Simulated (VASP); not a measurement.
Wanted: the native input for a VASP 6.6.1 run.

* Task: single point
* Functional: r2SCAN
* Potentials or basis: VASP PAW PBE potentials, release 64 (Ag)
* Cutoff: 520 eV
* k mesh: 20 × 20 × 20
* Occupations: gaussian, width 0.15 eV
* Spin: no spin polarisation
* Dipole correction: no
* Further INCAR settings: ALGO = Normal; EDIFF = 1e-06; NBANDS = 12

Crystal: Ag.

```
CELL_PARAMETERS angstrom
0.00000 2.07375 2.04310
2.04310 0.00000 2.04310
2.04310 2.07375 0.00000
ATOMIC_POSITIONS crystal
Ag 0.00000 0.00000 0.00000
```

This cell differs from its parent crystal: strain +0.0150 x Voigt [0, 1, 0, 0, 0, 0].

One way to write it, as run:

POSCAR

```
Ag
1.0
    0.0000000000      2.0737465000      2.0431000000
    2.0431000000      0.0000000000      2.0431000000
    2.0431000000      2.0737465000      0.0000000000
Ag
1
Direct
    0.0000000000      0.0000000000      0.0000000000
```

INCAR.step1

```
PREC     = Accurate       # precision mode
ENCUT    = 520            # plane-wave cutoff, eV
ISMEAR   = 0              # smearing method
SIGMA    = 0.15           # smearing width, eV
LREAL    = F              # projectors in reciprocal space
LASPH    = T              # aspherical terms in the spheres
NELM     = 80             # most SCF steps
NBANDS   = 12             # bands
GGA      = PE             # functional
ALGO     = Normal         # electronic algorithm
EDIFF    = 1E-4           # SCF threshold, eV
LWAVE    = T              # write WAVECAR
LCHARG   = F              # write CHGCAR
```

INCAR.step2

```
PREC     = Accurate       # precision mode
ENCUT    = 520            # plane-wave cutoff, eV
EDIFF    = 1E-6           # SCF threshold, eV
ISMEAR   = 0              # smearing method
SIGMA    = 0.15           # smearing width, eV
LREAL    = F              # projectors in reciprocal space
LASPH    = T              # aspherical terms in the spheres
NELM     = 80             # most SCF steps
ALGO     = Normal         # electronic algorithm
ISIF     = 2              # what is computed and relaxed
LWAVE    = F              # write WAVECAR
LCHARG   = T              # write CHGCAR
METAGGA  = R2SCAN         # meta-GGA
LMIXTAU  = T            
LELF     = T              # ELF
LVHAR    = T            
NBANDS   = 12             # bands
ISTART   = 1
```

KPOINTS

```
Automatic mesh
0
Gamma
  20 20 20
```

Potentials or basis: VASP PAW PBE potentials, release 64 (Ag).

Launch:

```console
$ cat potpaw_PBE.64/Ag/POTCAR > POTCAR
$ cp INCAR.step1 INCAR
$ mpirun -np 1 vasp_std > vasp.out
$ cp INCAR.step2 INCAR
$ mpirun -np 1 vasp_std > vasp.out
```

Results of the run:

- Pressure: 0.0 GPa
- Band gap on the k mesh: zero (an odd number of electrons rules out a gap without spin polarisation)

Caveat: the cell differs from its parent crystal (strain +0.0150 x Voigt [0, 1, 0, 0, 0, 0]); the PAW data sets were made with another functional, which shifts forces and pressure a little.

Wall time 5.1 min on 1 thread of AMD EPYC 9R45 96-Core Processor (Zen 5), with other jobs on the host, peak memory 0.22 GiB.
